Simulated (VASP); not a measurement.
Crystal: ZnS (Wurtzite-2H).

```xyz
4
Lattice="3.8455 0.0000 0.0000 -1.9228 3.3303 0.0000 0.0000 0.0000 6.3053" Properties=species:S:1:pos:R:3 pbc="T T T"
Zn    0.0000    2.2202    0.0329
Zn    1.9228    1.1101    3.1856
S     0.0000    2.2202    2.3946
S     1.9228    1.1101    5.5473
```

* Program: VASP 6.6.1
* Task: relaxation of cell and atoms
* Functional: PBE
* Dispersion: D3(BJ)
* Potentials or basis: VASP PAW PBE potentials, release 64 (Zn, S)
* Cutoff: 600 eV
* k mesh: 9 × 9 × 6
* Occupations: gaussian, width 0.02 eV
* Spin: no spin polarisation

At the start: pressure -2.5 GPa; volume 20.19 Å³/atom.

Question: Where does the relaxation end?

Answer: Over 8 steps the energy falls by 5.7 meV/atom and the volume is 19.48 Å³/atom (-3.5 %); space group P6_3mc (No. 186, to 0.05 Å).

The path:
| step | energy change (eV) | largest force (eV/Å) | pressure (GPa) | volume (Å³) |
| --- | --- | --- | --- | --- |
| 1 | 0.0000 | 0.0046 | -2.49 | 80.75 |
| 2 | -0.0207 | 0.0150 | 0.78 | 77.14 |
| 3 | -0.0227 | 0.0125 | 0.02 | 77.92 |
| 4 | -0.0227 | 0.0123 | -0.03 | 77.98 |
| 5 | -0.0227 | 0.0090 | -0.03 | 77.98 |
| 6 | -0.0228 | 0.0013 | -0.07 | 77.97 |
| 7 | -0.0227 | 0.0020 | 0.09 | 77.84 |
| 8 | -0.0228 | 0.0015 | 0.00 | 77.93 |

Final structure:
```
Zn S
1.0
     3.79727    0.00000    0.00000
    -1.89863    3.28853    0.00000
     0.00000    0.00000    6.24031
Zn S
2 2
Direct
  0.33333 0.66667 0.00562
  0.66667 0.33333 0.50562
  0.33333 0.66667 0.37938
  0.66667 0.33333 0.87938
```
